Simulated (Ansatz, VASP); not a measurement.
**AlFe: VASP beside Ansatz**

File INCAR:

```
SYSTEM = AlFe
PREC = Accurate
ENCUT = 520
EDIFF = 1E-7
ISMEAR = -1
SIGMA = 0.1
LREAL = .FALSE.
LASPH = .TRUE.
NELM = 150
ALGO = Normal
ISIF = 2
LWAVE = .FALSE.
LCHARG = .FALSE.
ISPIN = 2
MAGMOM = 0 0.7
LORBIT = 11
LMAXMIX = 4
GGA = CA
NBANDS = 16
```

Contents of KPOINTS:

```
Automatic mesh
0
G
  12 12 12
  0 0 0
```

Contents of POSCAR:

```
AlFe
1.0
    2.9100000000      0.0000000000      0.0000000000
    0.0000000000      2.9100000000      0.0000000000
    0.0000000000      0.0000000000      2.9100000000
Al Fe
1 1
Direct
    0.0000000000      0.0000000000      0.0000000000
    0.5000000000      0.5000000000      0.5000000000
```

Input for Ansatz:

```yaml
crystal:
  lattice:
    - [2.91, 0.0, 0.0]
    - [0.0, 2.91, 0.0]
    - [0.0, 0.0, 2.91]
  atoms:
    - { symbol: Al, position: [0.0, 0.0, 0.0] }
    - { symbol: Fe, position: [0.5, 0.5, 0.5], spin: 0.7 }
magnetization:
  spin_polarized: true
kpoints:
  mp_grid: { grid: [12, 12, 12] }
  band_path:
    path:
      - [0.0, 0.0, 0.0]
      - [0.0, 0.5, 0.0]
      - [0.5, 0.5, 0.0]
      - [0.0, 0.0, 0.0]
      - [0.5, 0.5, 0.5]
      - [0.0, 0.5, 0.0]
      - [0.5, 0.5, 0.5]
      - [0.5, 0.5, 0.0]
    npoints: 8
scf:
  occupations: { method: fermi_dirac, width: 0.1 }
  lower_state_search: "off"
hamiltonian:
  xc: lda
  pseudopotentials: { kind: all_electron, datasets: crystal }
output:
  eigenvalues: false
  eigenstates:
    nscf_kmesh: { grid: [12, 12, 12] }
    top_band: c21
    exchange_couplings: { magnetic: [{ species: Fe }] }
```

Alike in both runs: task single point; functional LDA; k mesh 12 × 12 × 12; occupations fermi-dirac, width 0.1 eV; collinear spin.

```csv
,VASP,Ansatz
version,VASP 6.6.1,Ansatz 0.2.0
potentials or method,"VASP PAW LDA potentials, release 64 (Al, Fe), cutoff 520 eV","all-electron PAW with datasets made for the crystal, scalar-relativistic"
```

```csv
,VASP,Ansatz,Ansatz less VASP
net moment per atom (μB),0.32,0.34,+0.022
size of the moment on the site where the two differ most (μB),0.67,0.71,+0.045
```

LDA's correlation is that of Perdew and Zunger in VASP and of Perdew and Wang (1992) in Ansatz. Site moments also hang on the region over which each program counts them. Ansatz ran all-electron here, and VASP with PAW potentials. Ansatz's warnings: band levels unverified.
